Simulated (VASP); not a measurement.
Here is a VASP 6.6.1 calculation.

Contents of POSCAR:

```
Si
1.0
    2.6399423956      0.0000000000      0.0000000000
   -1.3199711978      2.2862571791      0.0000000000
    0.0000000000      0.0000000000      4.5510059482
Si
2
Direct
    0.3333333333      0.6666666667      0.2500000000
    0.6666666667      0.3333333333      0.7500000000
```

INCAR.step1

```
SYSTEM = Si
ALGO = Normal ; EDIFF = 1E-4
ENCUT = 520 ; GGA = PE
ISMEAR = 0 ; LASPH = .TRUE.
LCHARG = .FALSE. ; LREAL = .FALSE.
LWAVE = .TRUE. ; NBANDS = 11
NELM = 100 ; PREC = Accurate
SIGMA = 0.1
```

The input INCAR.step2:

```
SYSTEM = Si
ALGO = Normal ; EDIFF = 1E-6
ENCUT = 520 ; ISIF = 2
ISMEAR = 0 ; ISTART = 1
LASPH = .TRUE. ; LCHARG = .FALSE.
LMIXTAU = .TRUE. ; LREAL = .FALSE.
LWAVE = .FALSE. ; METAGGA = R2SCAN
NBANDS = 11 ; NELM = 100
PREC = Accurate ; SIGMA = 0.1
```

The input KPOINTS:

```
k-points
0
G
  18 18 10
  0 0 0
```

Potentials or basis: VASP PAW PBE potentials, release 64 (Si).

Command:

```sh
$ cat potpaw_PBE.64/Si/POTCAR > POTCAR
$ cp INCAR.step1 INCAR
$ mpirun -np 1 vasp_std > vasp.out
$ cp INCAR.step2 INCAR
$ mpirun -np 1 vasp_std > vasp.out
```

(1) What does it give for the band gap on the k mesh?

(2) Predict the pressure.

## Answers

(1) zero (bands 4 and 5 overlap by 14.26 eV).

(2) 0.0 GPa.

Caveat: the PAW data sets were made with another functional, which shifts forces and pressure a little.
